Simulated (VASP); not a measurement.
# Al4N3 (P3m1) in VASP: a series of runs, part 2 of 2

VASP 6.6.1.

## (3) Single point, PBE

The input, INCAR:

```
PREC = Accurate
ENCUT = 520
EDIFF = 1E-7
ISMEAR = 0
SIGMA = 0.2
LREAL = False
LASPH = True
NELM = 80
ALGO = Normal
ISIF = 2
LWAVE = False
LCHARG = True
GGA = PE
LELF = True
LVHAR = True
NBANDS = 22
```

The input, KPOINTS:

```
Automatic mesh
0
Gamma
  12 12 2
```

The input, POSCAR:

```
Al4N3
1.0
    3.1126565848      0.0000000000      0.0000000000
   -1.5563282924      2.6956396757      0.0000000000
    0.0000000000      0.0000000000      9.8089810343
Al N
4 3
Direct
    1.0000000000      1.0000000000      0.4958122996
    0.3333333333      0.6666666667      0.7589068480
    1.0000000000      1.0000000000      0.9808984398
    0.3333333333      0.6666666667      0.2387838051
    0.3333333333      0.6666666667      0.4331307100
    1.0000000000      1.0000000000      0.6904653411
    1.0000000000      1.0000000000      0.1770025564
```

Potentials or basis: VASP PAW PBE potentials, release 64 (Al, N).

The run is started by

```console
$ cat potpaw_PBE.64/Al/POTCAR potpaw_PBE.64/N/POTCAR > POTCAR
$ mpirun -np 1 vasp_std > vasp.out
```

OUTCAR:

```text
PREC = Accurate
   ENCUT = 520
   EDIFF = 1E-7
   ISMEAR = 0
   LREAL = False
   LASPH = True
   NELM = 80
   ISIF = 2
   GGA = PE

 ion  position               nearest neighbor table
   1  0.000  0.000  0.496-   5 1.90   5 1.90   5 1.90   6 1.91   4 3.10   4 3.10   4 3.10   2 3.14
                             2 3.14   2 3.14
   2  0.333  0.667  0.759-   6 1.92   6 1.92   6 1.92   3 2.82   3 2.82   3 2.82   1 3.14   1 3.14
                             1 3.14
   3  0.000  0.000  0.981-   7 1.92   2 2.82   2 2.82   2 2.82   4 3.10   4 3.10   4 3.10
   4  0.333  0.667  0.239-   7 1.90   7 1.90   7 1.90   5 1.91   1 3.10   1 3.10   1 3.10   3 3.10
                             3 3.10   3 3.10
   5  0.333  0.667  0.433-   1 1.90   1 1.90   1 1.90   4 1.91
   6  0.000  0.000  0.690-   1 1.91   2 1.92   2 1.92   2 1.92
   7  0.000  0.000  0.177-   4 1.90   4 1.90   4 1.90   3 1.92

  LATTYP: Found a hexagonal cell.
 ALAT       =     3.1126565848
 C/A-ratio  =     3.1513213125

  Lattice vectors:

 A1 = (   3.1126565848,   0.0000000000,   0.0000000000)
 A2 = (  -1.5563282924,   2.6956396757,   0.0000000000)
 A3 = (   0.0000000000,   0.0000000000,   9.8089810343)

Analysis of symmetry for initial positions (statically):
=====================================================================
 Subroutine PRICEL returns:
 Original cell was already a primitive cell.

 Routine SETGRP: Setting up the symmetry group for a
 hexagonal supercell.

 Subroutine GETGRP returns: Found  6 space group operations
 (whereof  6 operations were pure point group operations)
 out of a pool of 24 trial point group operations.

The static configuration has the point symmetry C_3v.

Analysis of symmetry for dynamics (positions and initial velocities):
=====================================================================
 Subroutine PRICEL returns:
 Original cell was already a primitive cell.

 Routine SETGRP: Setting up the symmetry group for a
 hexagonal supercell.

 Subroutine GETGRP returns: Found  6 space group operations
 (whereof  6 operations were pure point group operations)
 out of a pool of 24 trial point group operations.

The dynamic configuration has the point symmetry C_3v.

 Subroutine INISYM returns: Found  6 space group operations
 (whereof  6 operations are pure point group operations),
 and found     1 'primitive' translations

----------------------------------------------------------------------------------------

                                     Primitive cell

  volume of cell :      82.3032

  direct lattice vectors                    reciprocal lattice vectors
     3.112656585  0.000000000  0.000000000     0.321268978  0.185484731  0.000000000
    -1.556328292  2.695639676  0.000000000     0.000000000  0.370969462  0.000000000
     0.000000000  0.000000000  9.808981034     0.000000000  0.000000000  0.101947388

  length of vectors
     3.112656585  3.112656585  9.808981034     0.370969462  0.370969462  0.101947388

  position of ions in fractional coordinates (direct lattice)
     0.000000000  0.000000000  0.495812300
     0.333333333  0.666666667  0.758906848
     0.000000000  0.000000000  0.980898440
     0.333333333  0.666666667  0.238783805
     0.333333333  0.666666667  0.433130710
     0.000000000  0.000000000  0.690465341
[... 36 lines left out ...]
 Found     38 irreducible k-points:

 Following reciprocal coordinates:
            Coordinates               Weight
  0.000000  0.000000  0.000000      1.000000
  0.083333 -0.000000  0.000000      6.000000
  0.166667 -0.000000  0.000000      6.000000
  0.250000 -0.000000  0.000000      6.000000
  0.333333 -0.000000  0.000000      6.000000
  0.416667  0.000000  0.000000      6.000000
[... 16 lines left out ...]
  0.250000 -0.000000  0.500000      6.000000
  0.333333 -0.000000  0.500000      6.000000
 [... further k-points ...]
   k-points           NKPTS =     38   k-points in BZ     NKDIM =     38   number of bands    NBANDS=     22
   number of dos      NEDOS =    301   number of ions     NIONS =      7
   total plane-waves  NPLWV =  46080
   dimension x,y,z NGX =    24 NGY =   24 NGZ =   80
   dimension x,y,z NGXF=    48 NGYF=   48 NGZF=  160
   ions per type =               4   3
   NGX,Y,Z   is equivalent  to a cutoff of  12.82, 12.82, 13.56 a.u.
   NGXF,Y,Z  is equivalent  to a cutoff of  25.64, 25.64, 27.12 a.u.
 SYSTEM =  unknown system
   PREC   = accura    normal or accurate (medium, high low for compatibility)
   ISTART =      0    job   : 0-new  1-cont  2-samecut
   ICHARG =      2    charge: 1-file 2-atom 10-const
   ISPIN  =      1    spin polarized calculation?
   LNONCOLLINEAR =      F non collinear calculations
   LSORBIT =      F    spin-orbit coupling
   LASPH  =      T    aspherical Exc in radial PAW
   ENCUT  =  520.0 eV  38.22 Ry    6.18 a.u.   5.79  5.79 18.24*2*pi/ulx,y,z
   NELM   =     80;   NELMIN=  2; NELMDL= -5     # of ELM steps
   EDIFF  = 0.1E-06   stopping-criterion for ELM
   LREAL  =      F    real-space projection
   EDIFFG = 0.1E-05   stopping-criterion for IOM
   NSW    =      0    number of steps for IOM
   IBRION =     -1    ionic relax: 0-MD 1-quasi-New 2-CG
   NFREE  =      0    steps in history (QN), initial steepest desc. (CG)
   ISIF   =      2    stress and relaxation
   ISYM   =      2    0-nonsym 1-usesym 2-fastsym
   POTIM  = 0.5000    time-step for ionic-motion
   TEBEG  =    0.0;   TEEND  =   0.0 temperature during run
   PSTRESS=    0.0 pullay stress
   NELECT =      27.0000    total number of electrons
   NUPDOWN=      -1.0000    fix difference up-down
   EMIN   =  10.00;   EMAX   =-10.00  energy-range for DOS
   EFERMI =   0.00;   METHOD = LEGACY
   ISMEAR =     0;   SIGMA  =   0.20  broadening in eV -4-tet -1-fermi 0-gaus
   EFERMI_NEDOS =   21; number of points for ismear=-14 and -15
   IALGO  =     38    algorithm
   IMIX   =      4    mixing-type and parameters
     AMIX     =   0.40;   BMIX     =  1.00
     AMIX_MAG =   1.60;   BMIX_MAG =  1.00
  volume/ion in A,a.u.               =      11.76        79.34
  Fermi-wavevector in a.u.,A,eV,Ry     =   1.129078  2.133647 17.344926  1.274816
  Thomas-Fermi vector in A             =   2.265770
   LORBIT       =      0    0 simple, 1 ext, 2 COOP (PROOUT), +10 PAW based schemes
   GGA     = PE    functional components
   LHFCALC =     F    Hartree Fock is set to
   AEXX    =    0.0000 exact exchange contribution
   IVDW    =     0    specifies the selected vdW correction
   LEPSILON=     F    determine dielectric tensor
   LRPA    =     F    only Hartree local field effects (RPA)
 non-spin polarized calculation
 Gauss-broadening in eV      SIGMA  =   0.20
  energy-cutoff  :      520.00
  volume of cell :       82.30
 maximum number of plane-waves:      2236
 NGX is ok and might be reduce to    24
   NGX = 11   NGY = 11   NGZ = 37

 number of electron      26.9999996 magnetization

 Free energy of the ion-electron system (eV)
  ---------------------------------------------------
  ext. energy  EPLUGINS =         0.00000000
  ---------------------------------------------------
  free energy    TOTEN  =       -47.27751864 eV

  energy without entropy =      -47.26944309  energy(sigma->0) =      -47.27348086

 E-fermi :   8.5996     XC(G=0): -10.6124

 val. band max:        8.5267006793   @ k =   0.2500   0.2500   0.0000
 cond. band min:       8.7624458694   @ k =   0.3333  -0.0000   0.0000
 fundamental gap:      0.2357451902
 Fermi energy:         8.5995956796

 k-point     1 :       0.0000    0.0000    0.0000
  band No.  band energies     occupation
      1      -9.2913      2.00000
      2      -8.6184      2.00000
      3      -7.8700      2.00000
      4      -0.7231      2.00000
      5       0.0983      2.00000
      6       3.7395      2.00000
[... 589 lines left out ...]
     21      15.3133      0.00000
     22      16.1948      0.00000

 [... further k-points ...]
[... 5 lines left out ...]
  --------------------------------------------------------------------------------------
  -------------------------------------------------------------------------------------
  Total       -0.0972074     -0.0972074     -0.0632260     -0.0000000      0.0000000      0.0000000
  in kB       -1.8923136     -1.8923136     -1.2308058     -0.0000000      0.0000000      0.0000000
  external PRESSURE =      -1.6718110 kB  Pullay stress =       0.0000000 kB

 VOLUME and BASIS-vectors are now :
 -----------------------------------------------------------------------------
  energy-cutoff  :      520.00
  volume of cell :       82.30
      direct lattice vectors                 reciprocal lattice vectors
     3.112656585  0.000000000  0.000000000     0.321268978  0.185484731  0.000000000
    -1.556328292  2.695639676  0.000000000     0.000000000  0.370969462  0.000000000
     0.000000000  0.000000000  9.808981034     0.000000000  0.000000000  0.101947388

 POSITION                                       TOTAL-FORCE (eV/Angst)
 -----------------------------------------------------------------------------------
      0.00000      0.00000      4.86341         0.000000     -0.000000      0.000290
     -0.00000      1.79709      7.44410         0.000000     -0.000000     -0.022180
      0.00000      0.00000      9.62161         0.000000     -0.000000      0.017793
     -0.00000      1.79709      2.34223         0.000000     -0.000000      0.006879
     -0.00000      1.79709      4.24857        -0.000000      0.000000     -0.005932
      0.00000      0.00000      6.77276         0.000000     -0.000000      0.010346
      0.00000      0.00000      1.73621        -0.000000     -0.000000     -0.007197
 -----------------------------------------------------------------------------------
    total drift:                                0.000000     -0.000000      0.000132

  FREE ENERGIE OF THE ION-ELECTRON SYSTEM (eV)
  ---------------------------------------------------
  free  energy   TOTEN  =       -47.2775186361 eV

  energy  without entropy=      -47.2694430897  energy(sigma->0) =      -47.27348086
```

Run time: 29 s. Hardware: 1 thread of Intel Xeon 6975P-C (Granite Rapids), shared host; peak memory 0.22 GiB.

Results:

- Free energy: -47.2775 eV
- Pressure: -0.2 GPa
- Largest force: 0.022 eV/Å

Forces on the atoms (eV/Å):
```
Al   0.000  0.000  0.000
Al   0.000  0.000 -0.022
Al   0.000  0.000  0.018
Al   0.000  0.000  0.007
N    0.000  0.000 -0.006
N    0.000  0.000  0.010
N    0.000  0.000 -0.007
```
